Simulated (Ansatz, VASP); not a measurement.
## Two plane-wave programs on SnO2

Contents of INCAR:

```
PREC = Accurate
ENCUT = 520
EDIFF = 1E-6
ISMEAR = 1
SIGMA = 0.05
LREAL = F
LASPH = T
NELM = 60
ALGO = Normal
ISIF = 2
LWAVE = F
LCHARG = F
GGA = PS
NBANDS = 35
```

File KPOINTS:

```
Automatic mesh
0
Gamma
  4 4 6
```

The input POSCAR:

```
SnO2
1.0
    4.6955044373      0.0000000000      0.0000000000
    0.0000000000      4.6955044373      0.0000000000
    0.0000000000      0.0000000000      3.1579199851
Sn O
2 4
Direct
    0.0000000000      0.0000000000      0.0000000000
    0.5000000000      0.5000000000      0.5000000000
    0.3071000000      0.3071000000      0.0000000000
    0.1929000000      0.8071000000      0.5000000000
    0.6929000000      0.6929000000      0.0000000000
    0.8071000000      0.1929000000      0.5000000000
```

Input for Ansatz:

```yaml
crystal:
  lattice:
    - [4.695504437303232, 0.0, 0.0]
    - [0.0, 4.695504437303232, 0.0]
    - [0.0, 0.0, 3.157919985113286]
  atoms:
    - { symbol: Sn, position: [0.0, 0.0, 0.0] }
    - { symbol: Sn, position: [0.5, 0.5, 0.5] }
    - { symbol: O, position: [0.3071, 0.3071, 0.0] }
    - { symbol: O, position: [0.1929, 0.8071, 0.5] }
    - { symbol: O, position: [0.6929, 0.6929, 0.0] }
    - { symbol: O, position: [0.8071, 0.1929, 0.5] }
basis:
  ecutwfc: 571.4391111657479
kpoints:
  mp_grid:
    grid: [4, 4, 6]
hamiltonian:
  xc: pbesol
  pseudopotentials:
    kind: paw
scf:
  occupations:
    method: cold
    width: 0.05
output:
  stress: true
```

Alike in both runs: task single point; functional PBEsol; k mesh 4 × 4 × 6; no spin polarisation.

```csv
,VASP,Ansatz
version,VASP 6.6.1,Ansatz 0.2.0
potentials or method,"VASP PAW PBE potentials, release 64 (Sn_d, O), cutoff 520 eV","plane waves, PAW"
occupations,"methfessel-paxton of order 1, width 0.05 eV","cold, width 0.05 eV"
valence electrons in the cell,52,52
```

```csv
,VASP,Ansatz,Ansatz less VASP
pressure (GPa),11.8,11.1,-0.78
"traceless stress, the component that is largest in VASP (GPa)",2.87,2.59,-0.277
```

VASP's potentials were made for PBE, not for PBEsol.
